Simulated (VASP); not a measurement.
# Mn (Fd-3m) in VASP: further runs

Mn is run at these levels: r2SCAN; tasks: single point.

All numbers are computed with VASP 6.6.1; they aren't measurements. Logs are shortened: lines on timing, memory, paths and dates and some standing lists are left out, and cuts for length are marked.

## (1) The cell of the first run

The structure is cubic, space group Fd-3m (No. 227). Conventional cell: a = 5.083 Å, b = 5.083 Å, c = 5.083 Å, α = 90.00°, β = 90.00°, γ = 90.00°. Within 2.9 Å of Mn (site symmetry -43m) lie 4 Mn at 2.20 Å.

This isn't the form of Mn at room conditions, which is a 58-atom cubic cell.

## (2) Single point, r2SCAN, collinear spin, antiferromagnetic start (16.42 Å³/atom)

File POSCAR:

```
Mn
1.0
    0.0000000000      2.5416116962      2.5416116962
    2.5416116962      0.0000000000      2.5416116962
    2.5416116962      2.5416116962      0.0000000000
Mn
2
Direct
    0.1250000000      0.1250000000      0.1250000000
    0.8750000000      0.8750000000      0.8750000000
```

File INCAR.step1:

```
SYSTEM = Mn
ALGO = Normal
EDIFF = 1E-4
ENCUT = 520
GGA = PE
ISMEAR = -1
ISPIN = 2
LASPH = .True.
LCHARG = .False.
LMAXMIX = 4
LREAL = .False.
LWAVE = .True.
MAGMOM = -2.264 2.264
NBANDS = 24
NELM = 150
PREC = Accurate
SIGMA = 0.05
```

File INCAR.step2:

```
SYSTEM = Mn
ALGO = Normal
EDIFF = 1E-6
ENCUT = 520
ISIF = 2
ISMEAR = -1
ISPIN = 2
ISTART = 1
LASPH = .True.
LCHARG = .False.
LMAXMIX = 4
LMIXTAU = .True.
LORBIT = 11
LREAL = .False.
LWAVE = .False.
MAGMOM = -2.264 2.264
METAGGA = R2SCAN
NBANDS = 24
NELM = 150
PREC = Accurate
SIGMA = 0.05
```

File KPOINTS:

```
k-points
0
Gamma
  13 13 13
  0 0 0
```

Potentials or basis: VASP PAW PBE potentials, release 64 (Mn_pv).

Launch:

```sh
$ cat potpaw_PBE.64/Mn_pv/POTCAR > POTCAR
$ cp INCAR.step1 INCAR
$ mpirun -np 1 vasp_std > vasp.out
$ cp INCAR.step2 INCAR
$ mpirun -np 1 vasp_std > vasp.out
```

OUTCAR:

```text
SYSTEM = Mn
   EDIFF = 1E-6
   ENCUT = 520
   ISIF = 2
   ISMEAR = -1
   ISPIN = 2
   ISTART = 1
   LASPH = .True.
   LORBIT = 11
   LREAL = .False.
   METAGGA = R2SCAN
   NELM = 150
   PREC = Accurate

 ion  position               nearest neighbor table
   1  0.125  0.125  0.125-   2 2.20   2 2.20   2 2.20   2 2.20
   2  0.875  0.875  0.875-   1 2.20   1 2.20   1 2.20   1 2.20

  LATTYP: Found a face centered cubic cell.
 ALAT       =     5.0832233924

  Lattice vectors:

 A1 = (   0.0000000000,   2.5416116962,   2.5416116962)
 A2 = (   2.5416116962,   0.0000000000,   2.5416116962)
 A3 = (   2.5416116962,   2.5416116962,   0.0000000000)

Analysis of symmetry for initial positions (statically):
=====================================================================
 Subroutine PRICEL returns:
 Original cell was already a primitive cell.

 Routine SETGRP: Setting up the symmetry group for a
 face centered cubic supercell.

 Subroutine GETGRP returns: Found 48 space group operations
 (whereof 12 operations were pure point group operations)
 out of a pool of 48 trial point group operations.

The static configuration has the point symmetry D_3d.
 The point group associated with its full space group is O_h .

Analysis of symmetry for dynamics (positions and initial velocities):
=====================================================================
 Subroutine PRICEL returns:
 Original cell was already a primitive cell.

 Routine SETGRP: Setting up the symmetry group for a
 face centered cubic supercell.

 Subroutine GETGRP returns: Found 48 space group operations
 (whereof 12 operations were pure point group operations)
 out of a pool of 48 trial point group operations.

The dynamic configuration has the point symmetry D_3d.
 The point group associated with its full space group is O_h .

Analysis of structural, dynamic, and magnetic symmetry:
=====================================================================
 Subroutine PRICEL returns:
 Original cell was already a primitive cell.

 Routine SETGRP: Setting up the symmetry group for a
 face centered cubic supercell.

 Subroutine GETGRP returns: Found 48 space group operations
 (whereof 12 operations were pure point group operations)
 out of a pool of 48 trial point group operations.

The overall configuration has the point symmetry D_3d.
 The point group associated with its full space group is O_h .

 Subroutine INISYM returns: Found 48 space group operations
 (whereof 12 operations are pure point group operations),
[... 117 lines left out ...]
  volume/ion in A,a.u.               =      16.42       110.80
  Fermi-wavevector in a.u.,A,eV,Ry     =   1.514538  2.862061 31.209375  2.293824
  Thomas-Fermi vector in A             =   2.624182
   LORBIT       =     11    0 simple, 1 ext, 2 COOP (PROOUT), +10 PAW based schemes
   METAGGA = R2SCAN    functional components
   LHFCALC =     F    Hartree Fock is set to
   AEXX    =    0.0000 exact exchange contribution
   IVDW    =     0    specifies the selected vdW correction
   LEPSILON=     F    determine dielectric tensor
   LRPA    =     F    only Hartree local field effects (RPA)
 spin polarized calculation
  energy-cutoff  :      520.00
  volume of cell :       32.84
 maximum number of plane-waves:       905
   NGX = 13   NGY = 13   NGZ = 13

 number of electron      26.0000027 magnetization       0.0000000

 number of electron      26.0000027 magnetization      -0.0000000

 Free energy of the ion-electron system (eV)
  ---------------------------------------------------
  ext. energy  EPLUGINS =         0.00000000
  ---------------------------------------------------
  free energy    TOTEN  =       -26.84665690 eV

  energy without entropy =      -26.84286508  energy(sigma->0) =      -26.84476099

 E-fermi :   6.4178     XC(G=0): -12.2041

 val. band max:        6.3362937166   @ k =  -0.0769   0.0769   0.0000
 cond. band min:       6.4196360701   @ k =   0.0769   0.0769   0.0000
 fundamental gap:      0.0833423535
 Fermi energy:         6.4177940080

 spin component 1

 k-point     1 :       0.0000    0.0000    0.0000
  band No.  band energies     occupation
      1     -45.8749      1.00000
      2     -45.8749      1.00000
      3     -45.8748      1.00000
      4     -41.7911      1.00000
      5     -41.7911      1.00000
      6     -41.7910      1.00000
[... 637 lines left out ...]
     23      22.1911      0.00000
     24      23.3814      0.00000

 [... further k-points ...]

 spin component 2

 k-point     1 :       0.0000    0.0000    0.0000
  band No.  band energies     occupation
      1     -45.8749      1.00000
      2     -45.8749      1.00000
      3     -45.8748      1.00000
      4     -41.7911      1.00000
      5     -41.7911      1.00000
      6     -41.7910      1.00000
[... 637 lines left out ...]
     23      22.1911      0.00000
     24      23.3814      0.00000

 [... further k-points ...]

------------------------ aborting loop because EDIFF is reached ----------------------------------------

  FORCE on cell =-STRESS in cart. coord.  units (eV):
  Direction    XX          YY          ZZ          XY          YZ          ZX
  --------------------------------------------------------------------------------------
  -------------------------------------------------------------------------------------
  Total        2.5483755      2.5483755      2.5483755     -0.0000000     -0.0000000      0.0000000
  in kB      124.3415892    124.3415892    124.3415892     -0.0000000     -0.0000000      0.0000000
  external PRESSURE =     124.3415892 kB  Pullay stress =       0.0000000 kB

 VOLUME and BASIS-vectors are now :
 -----------------------------------------------------------------------------
  energy-cutoff  :      520.00
  volume of cell :       32.84
      direct lattice vectors                 reciprocal lattice vectors
     0.000000000  2.541611696  2.541611696    -0.196725566  0.196725566  0.196725566
     2.541611696  0.000000000  2.541611696     0.196725566 -0.196725566  0.196725566
     2.541611696  2.541611696  0.000000000     0.196725566  0.196725566 -0.196725566

 POSITION                                       TOTAL-FORCE (eV/Angst)
 -----------------------------------------------------------------------------------
      0.63540      0.63540      0.63540         0.000000      0.000000      0.000000
      4.44782      4.44782      4.44782        -0.000000     -0.000000     -0.000000
 -----------------------------------------------------------------------------------
    total drift:                                0.000000      0.000000     -0.000000

  FREE ENERGIE OF THE ION-ELECTRON SYSTEM (eV)
  ---------------------------------------------------
  free  energy   TOTEN  =       -26.8466569037 eV

  energy  without entropy=      -26.8428650848  energy(sigma->0) =      -26.84476099

 total charge

# of ion       s       p       d       tot
------------------------------------------
    1        0.520   6.265   5.142  11.926
    2        0.520   6.265   5.142  11.926
--------------------------------------------------
tot          1.039  12.530  10.283  23.853

 magnetization (x)

# of ion       s       p       d       tot
------------------------------------------
    1       -0.090   0.008  -2.885  -2.967
    2        0.090  -0.008   2.885   2.967
--------------------------------------------------
tot         -0.000   0.000  -0.000  -0.000
```

Run time: 8.1 min. Hardware: 1 thread of Intel Xeon Platinum 8259CL at 2.50GHz (Skylake/Cascade Lake), shared host; peak memory 0.24 GiB.

Results:

```yaml
Free_energy: -26.8467 eV
Pressure: 12.4 GPa
Band_gap_on_the_k_mesh: zero (filled and empty bands touch)
Net_moment: 0.00 μB per cell
Site_moments: Mn -2.97, +2.97 μB
Valence_electrons_inside_the_program's_atomic_spheres: Mn 11.93
```

Caveat: the cell stands under pressure; the antiferromagnetic order is the one typed at the start, and another may lie lower; the PAW data sets were made with another functional, which shifts forces and pressure a little.

## (3) Single point, r2SCAN, collinear spin, antiferromagnetic start

This run uses another cell than the first one, of 21.19 Å³/atom.

File POSCAR:

```
Mn
1.0
    0.0000000000      2.7672963881      2.7672963881
    2.7672963881      0.0000000000      2.7672963881
    2.7672963881      2.7672963881      0.0000000000
Mn
2
Direct
    0.1250000000      0.1250000000      0.1250000000
    0.8750000000      0.8750000000      0.8750000000
```

File INCAR.step1:

```
PREC     = Accurate       # precision mode
ENCUT    = 520            # plane-wave cutoff, eV
ISMEAR   = -1             # smearing method
SIGMA    = 0.05           # smearing width, eV
LREAL    = False          # projectors in reciprocal space
LASPH    = True           # aspherical terms in the spheres
NELM     = 150            # most SCF steps
ISPIN    = 2              # spin polarisation
MAGMOM   = 3.545 -3.545   # initial moments
LMAXMIX  = 4              # l up to which the mixer works
NBANDS   = 24             # bands
GGA      = PE             # functional
ALGO     = Normal         # electronic algorithm
EDIFF    = 1E-4           # SCF threshold, eV
LWAVE    = True           # write WAVECAR
LCHARG   = False          # write CHGCAR
```

File INCAR.step2:

```
PREC     = Accurate       # precision mode
ENCUT    = 520            # plane-wave cutoff, eV
EDIFF    = 1E-7           # SCF threshold, eV
ISMEAR   = -1             # smearing method
SIGMA    = 0.05           # smearing width, eV
LREAL    = False          # projectors in reciprocal space
LASPH    = True           # aspherical terms in the spheres
NELM     = 150            # most SCF steps
ALGO     = Normal         # electronic algorithm
ISIF     = 2              # what is computed and relaxed
LWAVE    = False          # write WAVECAR
LCHARG   = True           # write CHGCAR
ISPIN    = 2              # spin polarisation
MAGMOM   = 3.545 -3.545   # initial moments
LORBIT   = 11             # projections on sites
LMAXMIX  = 4              # l up to which the mixer works
METAGGA  = R2SCAN         # meta-GGA
LMIXTAU  = True         
LELF     = True           # ELF
LVHAR    = True         
NBANDS   = 24             # bands
ISTART   = 1
```

File KPOINTS:

```
regular mesh
0
Gamma
  16 16 16
```

Potentials or basis: VASP PAW PBE potentials, release 64 (Mn_pv).

Launch:

```sh
$ cat potpaw_PBE.64/Mn_pv/POTCAR > POTCAR
$ cp INCAR.step1 INCAR
$ mpirun -np 1 vasp_std > vasp.out
$ cp INCAR.step2 INCAR
$ mpirun -np 1 vasp_std > vasp.out
```

OUTCAR:

```text
PREC = Accurate
   ENCUT = 520
   EDIFF = 1E-7
   ISMEAR = -1
   LREAL = False
   LASPH = True
   NELM = 150
   ISIF = 2
   ISPIN = 2
   LORBIT = 11
   METAGGA = R2SCAN
   ISTART = 1

 ion  position               nearest neighbor table
   1  0.125  0.125  0.125-   2 2.40   2 2.40   2 2.40   2 2.40
   2  0.875  0.875  0.875-   1 2.40   1 2.40   1 2.40   1 2.40

  LATTYP: Found a face centered cubic cell.
 ALAT       =     5.5345927762

  Lattice vectors:

[... 1516 lines left out ...]
  external PRESSURE =       1.9003380 kB  Pullay stress =       0.0000000 kB

 VOLUME and BASIS-vectors are now :
 -----------------------------------------------------------------------------
  energy-cutoff  :      520.00
  volume of cell :       42.38
      direct lattice vectors                 reciprocal lattice vectors
     0.000000000  2.767296388  2.767296388    -0.180681767  0.180681767  0.180681767
     2.767296388  0.000000000  2.767296388     0.180681767 -0.180681767  0.180681767
     2.767296388  2.767296388  0.000000000     0.180681767  0.180681767 -0.180681767

 POSITION                                       TOTAL-FORCE (eV/Angst)
 -----------------------------------------------------------------------------------
      0.69182      0.69182      0.69182        -0.000000     -0.000000     -0.000000
      4.84277      4.84277      4.84277         0.000000      0.000000      0.000000
 -----------------------------------------------------------------------------------
    total drift:                               -0.000000      0.000000      0.000000

  FREE ENERGIE OF THE ION-ELECTRON SYSTEM (eV)
  ---------------------------------------------------
  free  energy   TOTEN  =       -27.1473588675 eV

  energy  without entropy=      -27.1374321187  energy(sigma->0) =      -27.14239549

 total charge

# of ion       s       p       d       tot
------------------------------------------
    1        0.470   6.195   4.941  11.606
    2        0.470   6.195   4.941  11.606
--------------------------------------------------
tot          0.941  12.390   9.882  23.212

 magnetization (x)

# of ion       s       p       d       tot
------------------------------------------
    1        0.114   0.012   3.584   3.710
    2       -0.114  -0.012  -3.584  -3.710
--------------------------------------------------
tot         -0.000   0.000   0.000  -0.000
```

OUTCAR.step1:

```text
PREC = Accurate
   ENCUT = 520
   ISMEAR = -1
   LREAL = False
   LASPH = True
[... 1543 lines left out ...]
      0.69182      0.69182      0.69182        -0.000000      0.000000      0.000000
      4.84277      4.84277      4.84277         0.000000     -0.000000     -0.000000
 -----------------------------------------------------------------------------------
    total drift:                               -0.000000      0.000000      0.000000

  FREE ENERGIE OF THE ION-ELECTRON SYSTEM (eV)
  ---------------------------------------------------
  free  energy   TOTEN  =       -15.2108076821 eV

  energy  without entropy=      -15.2027164933  energy(sigma->0) =      -15.20676209
```

Run time: 37 min. Hardware: 1 thread of Intel Xeon 8259CL, shared host; peak memory 0.34 GiB.

Results:

| Quantity | Value |
| --- | --- |
| Free energy | -27.1474 eV |
| Pressure | 0.2 GPa |
| Band gap on the k mesh | zero (filled and empty bands overlap) |
| Net moment | 0.00 μB per cell |
| Site moments | Mn +3.71, -3.71 μB |
| Valence electrons inside the program's atomic spheres | Mn 11.61 |

Levels at points of the mesh, in eV from the Fermi level:
Spin up:
```tsv
k point	band 9	band 10	band 11	band 12	band 13	band 14	band 15	band 16	band 17	band 18
(0.00, 0.00, 0.00)	-3.90	-3.90	-3.83	-3.83	0.29	0.29	0.29	1.72	1.72	10.35
(0.50, 0.00, 0.00)	-3.91	-3.68	-3.68	-2.88	-2.14	0.61	0.61	1.62	1.62	2.02
(0.50, 0.50, 0.00)	-3.67	-3.67	-3.42	-1.92	-1.91	1.28	1.40	1.47	1.47	2.67
```
Spin down:
```
           k point  band 9  band 10  band 11  band 12  band 13  band 14  band 15  band 16  band 17  band 18
(0.00, 0.00, 0.00)   -3.90    -3.90    -3.83    -3.83     0.29     0.29     0.29     1.72     1.72    10.35
(0.50, 0.00, 0.00)   -3.91    -3.68    -3.68    -2.88    -2.14     0.61     0.61     1.62     1.62     2.02
(0.50, 0.50, 0.00)   -3.67    -3.67    -3.42    -1.92    -1.91     1.28     1.40     1.47     1.47     2.67
```

Caveat: the antiferromagnetic order is the one typed at the start, and another may lie lower; the PAW data sets were made with another functional, which shifts forces and pressure a little.

## (4) Single point, r2SCAN (14.08 Å³/atom)

This run uses another cell than the first one, of 14.08 Å³/atom.

File POSCAR:

```
Mn
1.0
    0.0000000000      2.4144455749      2.4144455749
    2.4144455749      0.0000000000      2.4144455749
    2.4144455749      2.4144455749      0.0000000000
Mn
2
Direct
    0.1250000000      0.1250000000      0.1250000000
    0.8750000000      0.8750000000      0.8750000000
```

File INCAR.step1:

```
PREC     = Accurate       # precision mode
ENCUT    = 750            # plane-wave cutoff, eV
ISMEAR   = -1             # smearing method
SIGMA    = 0.1            # smearing width, eV
LREAL    = False          # projectors in reciprocal space
LASPH    = True           # aspherical terms in the spheres
NELM     = 120            # most SCF steps
NBANDS   = 22             # bands
GGA      = PE             # functional
ALGO     = Normal         # electronic algorithm
EDIFF    = 1E-5           # SCF threshold, eV
LWAVE    = True           # write WAVECAR
LCHARG   = False          # write CHGCAR
GGA_COMPAT= False
```

File INCAR.step2:

```
PREC     = Accurate       # precision mode
ENCUT    = 750            # plane-wave cutoff, eV
EDIFF    = 1E-6           # SCF threshold, eV
ISMEAR   = -1             # smearing method
SIGMA    = 0.1            # smearing width, eV
LREAL    = False          # projectors in reciprocal space
LASPH    = True           # aspherical terms in the spheres
NELM     = 120            # most SCF steps
ALGO     = Normal         # electronic algorithm
ISIF     = 2              # what is computed and relaxed
LWAVE    = False          # write WAVECAR
LCHARG   = False          # write CHGCAR
METAGGA  = R2SCAN         # meta-GGA
LMIXTAU  = True         
NBANDS   = 22             # bands
ISTART   = 1            
GGA_COMPAT= False
```

File KPOINTS:

```
Automatic mesh
0
Gamma
  13 13 13
```

Potentials or basis: VASP PAW PBE potentials, release 64 (Mn_sv).

Launch:

```sh
$ cat potpaw_PBE.64/Mn_sv/POTCAR > POTCAR
$ cp INCAR.step1 INCAR
$ mpirun -np 1 vasp_std > vasp.out
$ cp INCAR.step2 INCAR
$ mpirun -np 1 vasp_std > vasp.out
```

It took 9.8 min on 1 thread of AMD EPYC, shared host; peak memory 0.18 GiB.

It converged, with:

* Free energy: -25.9354 eV
* Pressure: 6.9 GPa
* Band gap on the k mesh: zero (bands 15 and 16 overlap by 0.63 eV)

Levels at points of the mesh, in eV from the Fermi level:
```
           k point  band 12  band 13  band 14  band 15  band 16  band 17  band 18  band 19
(0.00, 0.00, 0.00)    -2.05    -2.05    -2.05     0.49     0.49     0.49     2.68     2.68
```

Caveat: atoms lie so close that the PAW spheres overlap strongly, which falsifies energies and pressures; the cell stands under pressure; the PAW data sets were made with another functional, which shifts forces and pressure a little; the run has no spin polarisation, though such a crystal can be magnetic. Spin polarisation is off, so any magnetic state and its effect on volume and gap are missing.

## (5) Overview

```csv
potentials or basis,spin,cell,k mesh,cutoff (eV),smearing,gap on the mesh (eV),pressure (GPa),moment (μB)
"VASP PAW PBE potentials, release 64 (Mn_pv)","collinear, antiferromagnetic start","a = 3.594 Å, angles 60.0°, 2 atoms",13 × 13 × 13,520,fermi-dirac 0.05 eV,none,12.4,0.00
"VASP PAW PBE potentials, release 64 (Mn_pv)","collinear, antiferromagnetic start","a = 3.914 Å, angles 60.0°, 2 atoms",16 × 16 × 16,520,fermi-dirac 0.05 eV,none,0.2,0.00
"VASP PAW PBE potentials, release 64 (Mn_sv)",off,"a = 3.415 Å, angles 60.0°, 2 atoms",13 × 13 × 13,750,fermi-dirac 0.1 eV,none,6.9,-
```

Alike in all rows: task single point; level r2SCAN.

Caveats: the PAW data sets were made with another functional, which shifts forces and pressure a little; the cell stands under pressure (at least some runs); the antiferromagnetic order is the one typed at the start, and another may lie lower (at least some runs); atoms lie so close that the PAW spheres overlap strongly, which falsifies energies and pressures (at least some runs).

Absolute energies hang on the potentials; compare differences alone.

The gap in the log of VASP goes by the Fermi energy; the results here count the filled bands.